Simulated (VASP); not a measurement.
# Na8F9 (a cell with a defect) in VASP: single point with PBE

Aim: the single point of Na8F9 (a cell with a defect) with PBE.

Everything below comes from runs of VASP 6.6.1. Logs are shortened: lines on timing, memory, paths and dates and some standing lists are left out, and cuts for length are marked.

## (1) The cell of the first run

The cell holds a defect, 17 atoms: a = 6.647 Å, b = 6.647 Å, c = 6.647 Å, α = 60.00°, β = 60.00°, γ = 60.00°.

## (2) Single point, PBE, collinear spin

INCAR reads:

```
PREC = Accurate ; ENCUT = 520
EDIFF = 1E-6 ; ISMEAR = 0
SIGMA = 0.02 ; LREAL = Auto
LASPH = True ; NELM = 150
ALGO = Normal ; ISIF = 2
LWAVE = False ; LCHARG = False
ISPIN = 2 ; MAGMOM = 0 0 0 0 0 0 0 0 0 0 0 0.22 0 0 0.33 0 0.51
LORBIT = 11 ; GGA = PE
NBANDS = 78
```

KPOINTS reads:

```
Automatic mesh
0
Gamma
  2 2 2
```

POSCAR reads:

```
Na8F9
1.0
    0.0000000000      4.6999823628     -4.6999823628
    4.6999823628      4.6999823628      0.0000000000
    4.6999823628      0.0000000000     -4.6999823628
Na F
8 9
Direct
    0.4816256371     -0.0059740650      0.5054127477
    0.5139215030      0.4944427065      0.4734187978
    0.0143997349     -0.0060016183      0.5054096626
   -0.0095818445      0.5049877461      0.5096420189
    0.5111481947     -0.0252489245     -0.0013386220
    0.4575366106      0.4986803820     -0.0141047338
   -0.0131571770      0.0162586780      0.0055303399
    0.0536811589      0.4985913391     -0.0142350534
    0.2357953529      0.7526036753      0.2495807238
    0.2498876399      0.2408690954      0.2548755309
    0.7575297576      0.7527331439      0.2496644475
    0.7521471842      0.1712362809      0.3198866259
    0.2501124279      0.7581741217      0.7371402130
    0.2508154093      0.2513196665      0.7503355817
    0.7498435585      0.7841485809      0.7116012874
    0.7430707672      0.2513640284      0.7503918585
    0.7203806820      0.4967162257      1.0583274821
```

Potentials or basis: VASP PAW PBE potentials, release 64 (Na_pv, F).

On the command line:

```sh
cat potpaw_PBE.64/Na_pv/POTCAR potpaw_PBE.64/F/POTCAR > POTCAR
mpirun -np 1 vasp_std > vasp.out
```

OUTCAR:

```text
PREC = Accurate
   ENCUT = 520
   EDIFF = 1E-6
   ISMEAR = 0
   LREAL = Auto
   LASPH = True
   NELM = 150
   ISIF = 2
   ISPIN = 2
   LORBIT = 11
   GGA = PE

 ion  position               nearest neighbor table
   1  0.482  0.994  0.505-  12 2.14  13 2.20  15 2.25  10 2.27  11 2.34
   2  0.514  0.494  0.473-  12 2.31
   3  0.014  0.994  0.505-  12 2.14  13 2.20  15 2.25  10 2.27   9 2.34
   4  0.990  0.505  0.510-  15 2.28  11 2.32   9 2.32
   5  0.511  0.975  0.999-  15 2.27  11 2.34   9 2.34
   6  0.458  0.499  0.986-  17 2.02  13 2.16  10 2.21  16 2.29   8 2.69
   7  0.987  0.016  0.006-  12 2.27  11 2.32   9 2.32  16 2.35  14 2.35
   8  0.054  0.499  0.986-  17 2.02  13 2.16  10 2.21  14 2.29   6 2.69
   9  0.236  0.753  0.250-   4 2.32   7 2.32   3 2.34   5 2.34
  10  0.250  0.241  0.255-   8 2.21   6 2.21   1 2.27   3 2.27
  11  0.758  0.753  0.250-   4 2.32   7 2.32   1 2.34   5 2.34
  12  0.752  0.171  0.320-   1 2.14   3 2.14   7 2.27   2 2.31
  13  0.250  0.758  0.737-   8 2.16   6 2.16   1 2.20   3 2.20
  14  0.251  0.251  0.750-   8 2.29   7 2.35
  15  0.750  0.784  0.712-   1 2.25   3 2.25   5 2.27   4 2.28
  16  0.743  0.251  0.750-   6 2.29   7 2.35
  17  0.720  0.497  0.058-   8 2.02   6 2.02

  LATTYP: Found a face centered cubic cell.
 ALAT       =     9.3999647256

  Lattice vectors:

 A1 = (   0.0000000000,   4.6999823628,  -4.6999823628)
 A2 = (   4.6999823628,   4.6999823628,   0.0000000000)
 A3 = (   4.6999823628,   0.0000000000,  -4.6999823628)

Analysis of symmetry for initial positions (statically):
=====================================================================
 Subroutine PRICEL returns:
 Original cell was already a primitive cell.

 Routine SETGRP: Setting up the symmetry group for a
 face centered cubic supercell.

 Subroutine GETGRP returns: Found  1 space group operations
 (whereof  1 operations were pure point group operations)
 out of a pool of 48 trial point group operations.

The static configuration has the point symmetry C_1 .

Analysis of symmetry for dynamics (positions and initial velocities):
=====================================================================
 Subroutine PRICEL returns:
 Original cell was already a primitive cell.

 Routine SETGRP: Setting up the symmetry group for a
 face centered cubic supercell.

 Subroutine GETGRP returns: Found  1 space group operations
 (whereof  1 operations were pure point group operations)
 out of a pool of 48 trial point group operations.

The dynamic configuration has the point symmetry C_1 .

Analysis of structural, dynamic, and magnetic symmetry:
=====================================================================
 Subroutine PRICEL returns:
 Original cell was already a primitive cell.

 Routine SETGRP: Setting up the symmetry group for a
 face centered cubic supercell.

 Subroutine GETGRP returns: Found  1 space group operations
 (whereof  1 operations were pure point group operations)
 out of a pool of 48 trial point group operations.

The overall configuration has the point symmetry C_1 .

 Subroutine INISYM returns: Found  1 space group operations
 (whereof  1 operations are pure point group operations),
 and found     1 'primitive' translations

----------------------------------------------------------------------------------------

                                     Primitive cell

  volume of cell :     207.6437

  direct lattice vectors                    reciprocal lattice vectors
     0.000000000  4.699982363 -4.699982363    -0.106383378  0.106383378 -0.106383378
     4.699982363  4.699982363  0.000000000     0.106383378  0.106383378  0.106383378
     4.699982363  0.000000000 -4.699982363     0.106383378 -0.106383378 -0.106383378

  length of vectors
     6.646778800  6.646778800  6.646778800     0.184261416  0.184261416  0.184261416
[... 73 lines left out ...]
  0.500000  0.500000  0.000000      1.000000
  0.000000  0.500000  0.500000      1.000000
  0.500000  0.000000  0.500000      1.000000
   k-points           NKPTS =      8   k-points in BZ     NKDIM =      8   number of bands    NBANDS=     78
   number of dos      NEDOS =    301   number of ions     NIONS =     17
   total plane-waves  NPLWV = 125000
   dimension x,y,z NGX =    50 NGY =   50 NGZ =   50
   dimension x,y,z NGXF=   100 NGYF=  100 NGZF=  100
   ions per type =               8   9
   NGX,Y,Z   is equivalent  to a cutoff of  12.51, 12.51, 12.51 a.u.
   NGXF,Y,Z  is equivalent  to a cutoff of  25.01, 25.01, 25.01 a.u.
 SYSTEM =  unknown system
   PREC   = accura    normal or accurate (medium, high low for compatibility)
   ISTART =      0    job   : 0-new  1-cont  2-samecut
   ICHARG =      2    charge: 1-file 2-atom 10-const
   ISPIN  =      2    spin polarized calculation?
   LNONCOLLINEAR =      F non collinear calculations
   LSORBIT =      F    spin-orbit coupling
   LASPH  =      T    aspherical Exc in radial PAW
   ENCUT  =  520.0 eV  38.22 Ry    6.18 a.u.  12.36 12.36 12.36*2*pi/ulx,y,z
   NELM   =    150;   NELMIN=  2; NELMDL= -5     # of ELM steps
   EDIFF  = 0.1E-05   stopping-criterion for ELM
   LREAL  =      T    real-space projection
   EDIFFG = 0.1E-04   stopping-criterion for IOM
   NSW    =      0    number of steps for IOM
   IBRION =     -1    ionic relax: 0-MD 1-quasi-New 2-CG
   NFREE  =      0    steps in history (QN), initial steepest desc. (CG)
   ISIF   =      2    stress and relaxation
   ISYM   =      2    0-nonsym 1-usesym 2-fastsym
   POTIM  = 0.5000    time-step for ionic-motion
   TEBEG  =    0.0;   TEEND  =   0.0 temperature during run
   PSTRESS=    0.0 pullay stress
   NELECT =     119.0000    total number of electrons
   NUPDOWN=      -1.0000    fix difference up-down
   EMIN   =  10.00;   EMAX   =-10.00  energy-range for DOS
   EFERMI =   0.00;   METHOD = LEGACY
   ISMEAR =     0;   SIGMA  =   0.02  broadening in eV -4-tet -1-fermi 0-gaus
   EFERMI_NEDOS =   21; number of points for ismear=-14 and -15
   IALGO  =     38    algorithm
   IMIX   =      4    mixing-type and parameters
     AMIX     =   0.40;   BMIX     =  1.00
     AMIX_MAG =   1.60;   BMIX_MAG =  1.00
  volume/ion in A,a.u.               =      12.21        82.43
  Fermi-wavevector in a.u.,A,eV,Ry     =   1.359829  2.569704 25.159003  1.849135
  Thomas-Fermi vector in A             =   2.486543
   LORBIT       =     11    0 simple, 1 ext, 2 COOP (PROOUT), +10 PAW based schemes
   GGA     = PE    functional components
   LHFCALC =     F    Hartree Fock is set to
   AEXX    =    0.0000 exact exchange contribution
   IVDW    =     0    specifies the selected vdW correction
   LEPSILON=     F    determine dielectric tensor
   LRPA    =     F    only Hartree local field effects (RPA)
 spin polarized calculation
 Gauss-broadening in eV      SIGMA  =   0.02
  energy-cutoff  :      520.00
  volume of cell :      207.64
 maximum number of plane-waves:      5601
 NGX is ok and might be reduce to    50
   NGX = 25   NGY = 25   NGZ = 25

 number of electron     119.0000010 magnetization       1.0000004

 Free energy of the ion-electron system (eV)
  ---------------------------------------------------
  ext. energy  EPLUGINS =         0.00000000
  ---------------------------------------------------
  free energy    TOTEN  =       -69.15266693 eV

  energy without entropy =      -69.15266693  energy(sigma->0) =      -69.15266693

 E-fermi :  -1.1098     XC(G=0):  -9.2074

 val. band max:       -1.2536708685   @ k =   0.0000   0.5000   0.5000
 cond. band min:      -0.5159577114   @ k =   0.0000   0.5000   0.0000
 fundamental gap:      0.7377131572
 Fermi energy:        -1.1097827243

 spin component 1

 k-point     1 :       0.0000    0.0000    0.0000
  band No.  band energies     occupation
      1     -23.3173      1.00000
      2     -22.1722      1.00000
      3     -21.9548      1.00000
      4     -21.8529      1.00000
      5     -21.6999      1.00000
      6     -21.6926      1.00000
[... 581 lines left out ...]
     70      11.0808      0.00000
     71      11.8175      0.00000
 Fermi energy:        -1.1097827243

 spin component 2

 k-point     1 :       0.0000    0.0000    0.0000
  band No.  band energies     occupation
      1     -22.7129      1.00000
      2     -22.0440      1.00000
      3     -21.7651      1.00000
      4     -21.7070      1.00000
      5     -21.6987      1.00000
      6     -21.6431      1.00000
[... 581 lines left out ...]
     70      11.0922      0.00000
     71      11.8246      0.00000
 [bands above 71 left out]

------------------------ aborting loop because EDIFF is reached ----------------------------------------

  FORCE on cell =-STRESS in cart. coord.  units (eV):
  Direction    XX          YY          ZZ          XY          YZ          ZX
  --------------------------------------------------------------------------------------
  -------------------------------------------------------------------------------------
  Total        2.2385128      8.6909130      8.6817773      0.0350963     -0.8942841      0.0278811
  in kB       17.2723520     67.0590362     66.9885449      0.2708028     -6.9002910      0.2151307
  external PRESSURE =      50.4399777 kB  Pullay stress =       0.0000000 kB

 VOLUME and BASIS-vectors are now :
 -----------------------------------------------------------------------------
  energy-cutoff  :      520.00
  volume of cell :      207.64
      direct lattice vectors                 reciprocal lattice vectors
     0.000000000  4.699982363 -4.699982363    -0.106383378  0.106383378 -0.106383378
     4.699982363  4.699982363  0.000000000     0.106383378  0.106383378  0.106383378
     4.699982363  0.000000000 -4.699982363     0.106383378 -0.106383378 -0.106383378

 POSITION                                       TOTAL-FORCE (eV/Angst)
 -----------------------------------------------------------------------------------
      7.04734      6.93554     -4.63906        -0.000515     -0.002620      0.006007
      4.54893      4.73929     -4.64048         0.002534     -0.002975     -0.000407
      7.04719      4.73945     -2.44310        -0.002042      0.005897     -0.002786
      4.76874      7.02838     -7.05026        -0.002701      0.002468      0.000749
      9.27500      6.98370     -7.09608         0.011981      0.003964      0.006872
      6.97748      4.49420     -6.78410         0.000554     -0.004944      0.007501
[... 9 lines left out ...]
      4.70824      4.67383     -7.01925        -0.007929      0.001726      0.001316
      2.60870      5.72033     -3.65991         0.009061      0.000528      0.004709
 -----------------------------------------------------------------------------------
    total drift:                                0.000831      0.001254     -0.005866

  FREE ENERGIE OF THE ION-ELECTRON SYSTEM (eV)
  ---------------------------------------------------
  free  energy   TOTEN  =       -69.1526669268 eV

  energy  without entropy=      -69.1526669268  energy(sigma->0) =      -69.15266693

 total charge

# of ion       s       p       d       tot
------------------------------------------
    1        0.056   6.004   0.000   6.060
    2        0.044   5.988   0.000   6.032
    3        0.056   6.004   0.000   6.059
    4        0.047   5.991   0.000   6.038
    5        0.045   5.988   0.000   6.033
    6        0.061   6.009   0.000   6.070
[... 9 lines left out ...]
   16        1.728   4.374   0.000   6.102
   17        1.758   4.248   0.000   6.005
--------------------------------------------------
tot         16.029  87.143   0.000 103.172

 magnetization (x)

# of ion       s       p       d       tot
------------------------------------------
    1        0.000   0.001   0.000   0.001
    2       -0.000  -0.000   0.000  -0.001
    3        0.000   0.001   0.000   0.001
    4       -0.000  -0.000   0.000  -0.000
    5       -0.000  -0.000   0.000  -0.001
    6       -0.001  -0.001   0.000  -0.001
[... 9 lines left out ...]
   16       -0.000   0.000   0.000   0.000
   17        0.003   0.448   0.000   0.451
--------------------------------------------------
tot          0.009   0.928   0.000   0.936
```

It took 6.9 min on 1 thread of Intel Xeon 6975P-C (Granite Rapids), shared host; peak memory 0.49 GiB.

Results:

```
Free energy                                           : -69.1527 eV
Pressure                                              : 5.0 GPa
Largest force                                         : 0.014 eV/Å
Band gap on the k mesh                                : 0.74 eV
Net moment                                            : 1.00 μB per cell
Site moments                                          : Na +0.00, -0.00 (each value once); F +0.00, -0.00, +0.29, +0.19, +0.45 (each value once) μB
Valence electrons inside the program's atomic spheres : Na 6.06, 6.03, 6.04, 6.07 (each value once); F 6.10, 6.12, 6.05, 6.13, 6.07, 6.00 (each value once)
```

Forces on the atoms (eV/Å):
```
Na  -0.001 -0.003  0.006
Na   0.003 -0.003  0.000
Na  -0.002  0.006 -0.003
Na  -0.003  0.002  0.001
Na   0.012  0.004  0.007
Na   0.001 -0.005  0.008
Na   0.000  0.003  0.000
Na   0.000  0.008 -0.007
F    0.000  0.001 -0.007
F    0.001 -0.008 -0.009
F   -0.005 -0.008  0.001
F    0.001 -0.008 -0.007
F    0.003  0.009  0.008
F   -0.004  0.002 -0.001
F   -0.007 -0.002 -0.003
F   -0.008  0.002  0.001
F    0.009  0.001  0.005
```

Caveat: the k points lie up to 0.58 Å⁻¹ apart.
